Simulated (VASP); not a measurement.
A run of VASP 6.6.1:

Contents of INCAR:

```
SYSTEM = MnS
  PREC = Accurate
  ENCUT = 520
  EDIFF = 1E-6
  ISMEAR = -1
  SIGMA = 0.1
  LREAL = .False.
  LASPH = .True.
  NELM = 150
  ALGO = Normal
  ISIF = 2
  LWAVE = .False.
  LCHARG = .False.
  ISPIN = 2
  MAGMOM = 2.8 0
  LORBIT = 11
  LMAXMIX = 4
  LDAU = .True.
  LDAUTYPE = 1
  LDAUL = 2 -1
  LDAUU = 4.4 0
  LDAUJ = 0.9 0
  LDAUPRINT = 1
  GGA = PE
  NBANDS = 20
```

KPOINTS

```
Automatic mesh
0
Gamma
  11 11 11
  0 0 0
```

POSCAR

```
MnS
1.0
    0.0000000000      2.6496767762      2.6496767762
    2.6496767762      0.0000000000      2.6496767762
    2.6496767762      2.6496767762      0.0000000000
Mn S
1 1
Direct
    0.0000000000      0.0000000000      0.0000000000
    0.5000000000      0.5000000000      0.5000000000
```

Potentials or basis: VASP PAW PBE potentials, release 64 (Mn_pv, S).

Launch:

```console
$ cat potpaw_PBE.64/Mn_pv/POTCAR potpaw_PBE.64/S/POTCAR > POTCAR
$ mpirun -np 1 vasp_std > vasp.out
```

Hardware: 1 thread of Intel(R) Xeon(R) 6975P-C (Granite Rapids), with other jobs on the host.

Question: How long does it take, and how much memory?

Answer: Wall time 36 s on 1 thread of Intel(R) Xeon(R) 6975P-C (Granite Rapids), on a shared host, peak memory 0.21 GiB. Counts: scf iterations 15, k points 56.
